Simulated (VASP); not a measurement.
# Fe (Pm-3m) in VASP: single point with LDA

Aim: the single point of Fe with LDA.

All numbers are computed with VASP 6.6.1; they aren't measurements. Logs are shortened: lines on timing, memory, paths and dates and some standing lists are left out, and cuts for length are marked.

## 1. The cell of the first run

The structure is cubic, space group Pm-3m (No. 221). Conventional cell: a = 2.214 Å, b = 2.214 Å, c = 2.214 Å, α = 90.00°, β = 90.00°, γ = 90.00°. Within 2.9 Å of Fe (site symmetry m-3m) lie 6 Fe at 2.21 Å.

## 2. Single point, LDA

File INCAR:

```
SYSTEM = Fe
PREC = Accurate
ENCUT = 520
EDIFF = 1E-6
ISMEAR = -1
SIGMA = 0.13605693000000002
LREAL = .FALSE.
LASPH = .TRUE.
NELM = 100
ALGO = Normal
ISIF = 2
LWAVE = .FALSE.
LCHARG = .FALSE.
NBANDS = 10
```

File KPOINTS:

```
Automatic mesh
0
G
  15 15 15
  0 0 0
```

File POSCAR:

```
Fe
1.0
    2.2138927998      0.0000000000      0.0000000000
    0.0000000000      2.2138927998      0.0000000000
    0.0000000000      0.0000000000      2.2138927998
Fe
1
Direct
    0.0000000000      0.0000000000      0.0000000000
```

Potentials or basis: VASP PAW LDA potentials, release 64 (Fe).

On the command line:

```
cat potpaw_LDA.64/Fe/POTCAR > POTCAR
mpirun -np 1 vasp_std > vasp.out
```

OUTCAR:

```text
SYSTEM = Fe
   PREC = Accurate
   ENCUT = 520
   EDIFF = 1E-6
   ISMEAR = -1
   LREAL = .FALSE.
   LASPH = .TRUE.
   NELM = 100
   ISIF = 2

 ion  position               nearest neighbor table
   1  0.000  0.000  0.000-

  LATTYP: Found a simple cubic cell.
 ALAT       =     2.2138927998

  Lattice vectors:

 A1 = (   2.2138927998,   0.0000000000,   0.0000000000)
 A2 = (   0.0000000000,   2.2138927998,   0.0000000000)
 A3 = (   0.0000000000,   0.0000000000,   2.2138927998)

Analysis of symmetry for initial positions (statically):
=====================================================================
 Subroutine PRICEL returns:
 Original cell was already a primitive cell.

 Routine SETGRP: Setting up the symmetry group for a
 simple cubic supercell.

 Subroutine GETGRP returns: Found 48 space group operations
 (whereof 48 operations were pure point group operations)
 out of a pool of 48 trial point group operations.

The static configuration has the point symmetry O_h .

Analysis of symmetry for dynamics (positions and initial velocities):
=====================================================================
 Subroutine PRICEL returns:
 Original cell was already a primitive cell.

 Routine SETGRP: Setting up the symmetry group for a
 simple cubic supercell.

 Subroutine GETGRP returns: Found 48 space group operations
 (whereof 48 operations were pure point group operations)
 out of a pool of 48 trial point group operations.

The dynamic configuration has the point symmetry O_h .

 Subroutine INISYM returns: Found 48 space group operations
 (whereof 48 operations are pure point group operations),
 and found     1 'primitive' translations

----------------------------------------------------------------------------------------

                                     Primitive cell

  volume of cell :      10.8510

  direct lattice vectors                    reciprocal lattice vectors
     2.213892800  0.000000000  0.000000000     0.451693054  0.000000000  0.000000000
     0.000000000  2.213892800  0.000000000     0.000000000  0.451693054  0.000000000
     0.000000000  0.000000000  2.213892800     0.000000000  0.000000000  0.451693054

  length of vectors
     2.213892800  2.213892800  2.213892800     0.451693054  0.451693054  0.451693054

  position of ions in fractional coordinates (direct lattice)
     0.000000000  0.000000000  0.000000000

  ion indices of the primitive-cell ions
   primitive index   ion index
                 1           1

----------------------------------------------------------------------------------------

 KPOINTS: Automatic mesh

Automatic generation of k-mesh.
 Grid dimensions read from file:
 generate k-points for:   15   15   15

 Generating k-lattice:

  Cartesian coordinates                     Fractional coordinates (reciprocal lattice)
     0.030112870  0.000000000  0.000000000     0.066666667  0.000000000  0.000000000
     0.000000000  0.030112870  0.000000000     0.000000000  0.066666667  0.000000000
     0.000000000  0.000000000  0.030112870     0.000000000  0.000000000  0.066666667

  Length of vectors
     0.030112870  0.030112870  0.030112870

  Shift w.r.t. Gamma in fractional coordinates (k-lattice)
     0.000000000  0.000000000  0.000000000

 Subroutine IBZKPT returns following result:
 ===========================================

 Found    120 irreducible k-points:

 Following reciprocal coordinates:
            Coordinates               Weight
  0.000000  0.000000  0.000000      1.000000
  0.066667  0.000000  0.000000      6.000000
  0.133333  0.000000  0.000000      6.000000
  0.200000  0.000000  0.000000      6.000000
  0.266667  0.000000  0.000000      6.000000
  0.333333  0.000000  0.000000      6.000000
[... 16 lines left out ...]
  0.266667  0.200000  0.000000     24.000000
  0.333333  0.200000  0.000000     24.000000
 [... further k-points ...]
   k-points           NKPTS =    120   k-points in BZ     NKDIM =    120   number of bands    NBANDS=     10
   number of dos      NEDOS =    301   number of ions     NIONS =      1
   total plane-waves  NPLWV =   4096
   dimension x,y,z NGX =    16 NGY =   16 NGZ =   16
   dimension x,y,z NGXF=    32 NGYF=   32 NGZF=   32
   ions per type =               1
   NGX,Y,Z   is equivalent  to a cutoff of  12.01, 12.01, 12.01 a.u.
   NGXF,Y,Z  is equivalent  to a cutoff of  24.03, 24.03, 24.03 a.u.
 SYSTEM =  Fe
   PREC   = accura    normal or accurate (medium, high low for compatibility)
   ISTART =      0    job   : 0-new  1-cont  2-samecut
   ICHARG =      2    charge: 1-file 2-atom 10-const
   ISPIN  =      1    spin polarized calculation?
   LNONCOLLINEAR =      F non collinear calculations
   LSORBIT =      F    spin-orbit coupling
   LASPH  =      T    aspherical Exc in radial PAW
   ENCUT  =  520.0 eV  38.22 Ry    6.18 a.u.   4.12  4.12  4.12*2*pi/ulx,y,z
   NELM   =    100;   NELMIN=  2; NELMDL= -5     # of ELM steps
   EDIFF  = 0.1E-05   stopping-criterion for ELM
   LREAL  =      F    real-space projection
   EDIFFG = 0.1E-04   stopping-criterion for IOM
   NSW    =      0    number of steps for IOM
   IBRION =     -1    ionic relax: 0-MD 1-quasi-New 2-CG
   NFREE  =      0    steps in history (QN), initial steepest desc. (CG)
   ISIF   =      2    stress and relaxation
   ISYM   =      2    0-nonsym 1-usesym 2-fastsym
   POTIM  = 0.5000    time-step for ionic-motion
   TEBEG  =    0.0;   TEEND  =   0.0 temperature during run
   PSTRESS=    0.0 pullay stress
   NELECT =       8.0000    total number of electrons
   NUPDOWN=      -1.0000    fix difference up-down
   EMIN   =  10.00;   EMAX   =-10.00  energy-range for DOS
   EFERMI =   0.00;   METHOD = LEGACY
   ISMEAR =    -1;   SIGMA  =   0.14  broadening in eV -4-tet -1-fermi 0-gaus
   EFERMI_NEDOS =   21; number of points for ismear=-14 and -15
   IALGO  =     38    algorithm
   IMIX   =      4    mixing-type and parameters
     AMIX     =   0.40;   BMIX     =  1.00
     AMIX_MAG =   1.60;   BMIX_MAG =  1.00
  volume/ion in A,a.u.               =      10.85        73.23
  Fermi-wavevector in a.u.,A,eV,Ry     =   1.478932  2.794776 29.759209  2.187240
  Thomas-Fermi vector in A             =   2.593152
   LORBIT       =      0    0 simple, 1 ext, 2 COOP (PROOUT), +10 PAW based schemes
   GGA     = CA    functional components
   LHFCALC =     F    Hartree Fock is set to
   AEXX    =    0.0000 exact exchange contribution
   IVDW    =     0    specifies the selected vdW correction
   LEPSILON=     F    determine dielectric tensor
   LRPA    =     F    only Hartree local field effects (RPA)
 non-spin polarized calculation
  energy-cutoff  :      520.00
  volume of cell :       10.85
 maximum number of plane-waves:       300
   NGX =  9   NGY =  9   NGZ =  9

 number of electron       7.9999986 magnetization

 Free energy of the ion-electron system (eV)
  ---------------------------------------------------
  ext. energy  EPLUGINS =         0.00000000
  ---------------------------------------------------
  free energy    TOTEN  =        -8.41347885 eV

  energy without entropy =       -8.28710693  energy(sigma->0) =       -8.35029289

 E-fermi :   6.4017     XC(G=0): -13.5851

 val. band max:        6.3950590238   @ k =   0.2667   0.0667   0.0000
 cond. band min:       6.4047341590   @ k =   0.4667   0.0667   0.0000
 fundamental gap:      0.0096751352
 Fermi energy:         6.4016862513

 k-point     1 :       0.0000    0.0000    0.0000
  band No.  band energies     occupation
      1      -2.2525      2.00000
      2       2.2146      2.00000
      3       2.2146      2.00000
      4       7.4926      0.00066
      5       7.4926      0.00066
      6       7.4926      0.00066
      7      28.0067      0.00000
      8      28.0067      0.00000
      9      28.0067      0.00000
     10      32.3773      0.00000

 k-point     2 :       0.0667    0.0000    0.0000
  band No.  band energies     occupation
      1      -2.1001      2.00000
      2       2.2437      2.00000
      3       2.3123      2.00000
      4       7.4057      0.00125
      5       7.4057      0.00125
      6       7.4994      0.00063
      7      26.3223      0.00000
      8      28.2243      0.00000
      9      28.2243      0.00000
     10      32.3405      0.00000

 k-point     3 :       0.1333    0.0000    0.0000
  band No.  band energies     occupation
      1      -1.6570      2.00000
      2       2.3266      2.00000
      3       2.5963      2.00000
      4       7.1660      0.00724
      5       7.1660      0.00724
      6       7.5188      0.00054
      7      23.4878      0.00000
      8      28.8582      0.00000
      9      28.8582      0.00000
     10      32.2309      0.00000

 k-point     4 :       0.2000    0.0000    0.0000
  band No.  band energies     occupation
      1      -0.9649      2.00000
      2       2.4509      2.00000
      3       3.0385      2.00000
      4       6.8268      0.08422
      5       6.8268      0.08422
      6       7.5474      0.00044
      7      20.6439      0.00000
      8      29.8599      0.00000
      9      29.8599      0.00000
     10      32.0518      0.00000
[... 222 lines left out ...]
 k-point    22 :       0.2000    0.2000    0.0000
  band No.  band energies     occupation
      1       0.1771      2.00000
      2       2.9243      2.00000
      3       3.6360      2.00000
      4       6.2379      1.53847
      5       6.8343      0.07988
      6       6.9928      0.02561
      7      21.0118      0.00000
      8      22.8969      0.00000
      9      31.6023      0.00000
     10      33.5758      0.00000

 k-point    23 :       0.2667    0.2000    0.0000
  band No.  band energies     occupation
      1       0.8861      2.00000
      2       3.0718      2.00000
      3       4.1074      2.00000
      4       6.1258      1.76731
      5       6.5422      0.52498
      6       6.9808      0.02795
      7      18.8891      0.00000
      8      23.2318      0.00000
      9      32.8336      0.00000
     10      33.6337      0.00000

 k-point    24 :       0.3333    0.2000    0.0000
  band No.  band energies     occupation
      1       1.5980      2.00000
      2       3.1602      2.00000
      3       4.3528      2.00000
      4       6.2252      1.57064
      5       6.5240      0.57839
      6       7.0211      0.02085
      7      16.5263      0.00000
      8      24.2185      0.00000
      9      33.0284      0.00000
     10      34.3022      0.00000

 [... further k-points ...]
[... 5 lines left out ...]
  --------------------------------------------------------------------------------------
  -------------------------------------------------------------------------------------
  Total       -0.0327828     -0.0327828     -0.0327828      0.0000000      0.0000000      0.0000000
  in kB       -4.8404577     -4.8404577     -4.8404577      0.0000000      0.0000000      0.0000000
  external PRESSURE =      -4.8404577 kB  Pullay stress =       0.0000000 kB

 VOLUME and BASIS-vectors are now :
 -----------------------------------------------------------------------------
  energy-cutoff  :      520.00
  volume of cell :       10.85
      direct lattice vectors                 reciprocal lattice vectors
     2.213892800  0.000000000  0.000000000     0.451693054  0.000000000  0.000000000
     0.000000000  2.213892800  0.000000000     0.000000000  0.451693054  0.000000000
     0.000000000  0.000000000  2.213892800     0.000000000  0.000000000  0.451693054

 POSITION                                       TOTAL-FORCE (eV/Angst)
 -----------------------------------------------------------------------------------
      0.00000      0.00000      0.00000         0.000000      0.000000      0.000000
 -----------------------------------------------------------------------------------
    total drift:                                0.000000     -0.000000      0.000000

  FREE ENERGIE OF THE ION-ELECTRON SYSTEM (eV)
  ---------------------------------------------------
  free  energy   TOTEN  =        -8.4134788459 eV

  energy  without entropy=       -8.2871069317  energy(sigma->0) =       -8.35029289
```

Wall time 7.5 s (1 thread of Intel Xeon 8259CL, shared host); peak memory 0.12 GiB.

Results:

* Free energy: -8.4135 eV
* Pressure: -0.5 GPa
* Band gap on the k mesh: zero (band 4 reaches 8.71 eV, above the bottom of band 5 at 5.68 eV)

Levels at points of the mesh, in eV from the Fermi level:
| k point | band 2 | band 3 | band 4 | band 5 | band 6 | band 7 |
| --- | --- | --- | --- | --- | --- | --- |
| (0.00, 0.00, 0.00) | -4.19 | -4.19 | 1.09 | 1.09 | 1.09 | 21.61 |

Caveat: the run has no spin polarisation, though such a crystal can be magnetic. Spin polarisation is off, so any magnetic state and its effect on volume and gap are missing.
